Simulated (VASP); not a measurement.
# Si33C31 (a cell with a defect): single point with PBEsol

The system is Si33C31 (a cell with a defect).

```
Si C
1.0
     8.71371    0.00000    0.00000
     0.00000    8.71371    0.00000
     0.00000    0.00000    8.71371
Si C
33 31
Direct
  0.00064 0.00059 0.00041
  0.00324 0.00325 0.49906
  0.00320 0.49925 0.00300
  0.00248 0.49990 0.49998
  0.49928 0.00322 0.00299
  0.49988 0.00299 0.49966
  0.50022 0.49989 0.00227
  0.47969 0.48011 0.47954
  0.62329 0.62232 0.62293
  0.25006 0.25008 0.00026
  0.24709 0.24720 0.49863
  0.24731 0.75231 0.00307
  0.24887 0.74908 0.49891
  0.75224 0.24725 0.00313
  0.74922 0.24912 0.49913
  0.75053 0.75022 0.00219
  0.77194 0.77297 0.48136
  0.25002 0.00052 0.24977
  0.24719 0.00351 0.75202
  0.24717 0.49885 0.24694
  0.24890 0.49912 0.74880
  0.75228 0.00350 0.24697
  0.75045 0.00265 0.75021
  0.74901 0.49913 0.24868
  0.77203 0.48224 0.77176
  0.00048 0.25007 0.24984
  0.00339 0.24724 0.75199
  0.00332 0.75234 0.24711
  0.00242 0.75025 0.75031
  0.49889 0.24722 0.24689
  0.49933 0.24911 0.74900
  0.49913 0.74907 0.24865
  0.48148 0.77300 0.77170
  0.12526 0.12514 0.12504
  0.12522 0.12501 0.62455
  0.12520 0.62462 0.12497
  0.12547 0.62536 0.62514
  0.62476 0.12501 0.12498
  0.62537 0.12559 0.62514
  0.62537 0.62537 0.12526
  0.37466 0.37465 0.12473
  0.36915 0.36915 0.62518
  0.37521 0.87564 0.12512
  0.37136 0.87931 0.62331
  0.87573 0.37510 0.12531
  0.87959 0.37098 0.62379
  0.87578 0.87574 0.12531
  0.88066 0.88069 0.62690
  0.37451 0.12513 0.37427
  0.37525 0.12536 0.87544
  0.36899 0.62543 0.36879
  0.37185 0.62367 0.87844
  0.87567 0.12538 0.37503
  0.87596 0.12531 0.87573
  0.87870 0.62367 0.37162
  0.88117 0.62695 0.88096
  0.12494 0.37465 0.37441
  0.12553 0.37509 0.87554
  0.12536 0.87567 0.37498
  0.12553 0.87575 0.87555
  0.62540 0.36917 0.36896
  0.62397 0.37102 0.87932
  0.62353 0.87929 0.37116
  0.62714 0.88064 0.88039
```

* Program: VASP 6.6.1
* Task: single point
* Functional: PBEsol
* Potentials or basis: VASP PAW PBE potentials, release 64 (Si, C)
* Cutoff: 520 eV
* k mesh: 1 × 1 × 1, shifted
* Occupations: fermi-dirac, width 0.05 eV
* Spin: collinear spin

The largest force is 0.163 eV/Å, the net moment is 1.76 μB per cell and the site moments are Si +0.00, +0.01, -0.00, -0.01, +0.21, +0.04 (each value once); C +0.01, +0.04, +0.00, +0.06, +0.02 (each value once) μB. The valence electrons inside the program's atomic spheres are Si 1.68, 1.69, 1.67, 1.76, 1.89, 1.74 (each value once); C 2.53, 2.56, 2.54, 2.52, 2.51 (each value once).

Forces on the atoms (eV/Å):
```
Si   0.001 -0.023  0.003
Si  -0.010 -0.017  0.005
Si   0.021 -0.040  0.019
Si   0.010  0.001 -0.018
Si   0.007 -0.017 -0.007
Si   0.003 -0.024  0.001
Si  -0.022  0.006  0.009
Si   0.008 -0.031  0.002
Si  -0.069  0.116 -0.045
Si   0.006 -0.020  0.001
Si   0.008 -0.003 -0.005
Si   0.009 -0.026 -0.007
Si  -0.002  0.003  0.004
Si   0.030 -0.031  0.023
Si  -0.009 -0.021 -0.014
Si  -0.015  0.020  0.013
Si   0.007 -0.067  0.034
Si   0.003 -0.020  0.003
Si   0.007 -0.020  0.003
Si  -0.004 -0.023 -0.004
Si   0.008  0.003  0.004
Si  -0.005 -0.022  0.007
Si  -0.003 -0.017 -0.002
Si   0.006  0.003  0.010
Si   0.083 -0.104  0.093
Si   0.000 -0.018  0.003
Si   0.021 -0.031  0.040
Si  -0.009 -0.030  0.004
Si   0.012  0.017 -0.017
Si  -0.004 -0.007  0.004
Si  -0.013 -0.020 -0.012
Si   0.004  0.004  0.001
Si   0.055 -0.083 -0.002
C   -0.001  0.024  0.000
C   -0.012  0.027 -0.006
C   -0.008  0.026 -0.003
C    0.002  0.006  0.010
C   -0.001  0.028 -0.011
C    0.009  0.012  0.011
C    0.007  0.002 -0.002
C   -0.004  0.001  0.003
C    0.001  0.001 -0.003
C   -0.004  0.012  0.006
C   -0.014  0.016 -0.013
C   -0.005  0.012 -0.009
C   -0.062  0.067 -0.012
C   -0.005  0.004 -0.009
C    0.017  0.025  0.009
C   -0.005  0.009  0.001
C   -0.002  0.020  0.005
C    0.010  0.014  0.011
C   -0.027  0.019  0.021
C    0.005  0.018 -0.003
C   -0.014  0.027 -0.019
C    0.019  0.023 -0.026
C   -0.043  0.007 -0.044
C    0.003  0.002  0.000
C   -0.008  0.014 -0.008
C    0.010  0.012 -0.006
C   -0.006  0.006 -0.003
C   -0.006  0.002  0.004
C    0.001  0.062 -0.060
C   -0.006  0.017 -0.014
C    0.004  0.030  0.019
```

Levels at points of the mesh, in eV from the Fermi level:
Spin up:
| k point | band 124 | band 125 | band 126 | band 127 | band 128 | band 129 | band 130 | band 131 | band 132 | band 133 |
| --- | --- | --- | --- | --- | --- | --- | --- | --- | --- | --- |
| (0.25, 0.25, 0.25) | -0.70 | -0.70 | -0.65 | -0.16 | -0.12 | 1.70 | 1.96 | 1.96 | 3.09 | 3.10 |
Spin down:
```csv
k point,band 123,band 124,band 125,band 126,band 127,band 128,band 129,band 130
"(0.25, 0.25, 0.25)",-0.86,-0.65,-0.65,-0.57,0.12,0.17,1.72,1.98
```

Wall time 5.8 min on 1 thread of AMD EPYC 9R45 96-Core Processor (Zen 5) (shared host), peak memory 0.96 GiB.

Caveat: the cell carries a net charge on a neutralising background, which shifts energy and pressure; the cell is charged against a uniform background, so pressure and absolute levels hang on convention; the PAW data sets were made with another functional, which shifts forces and pressure a little.
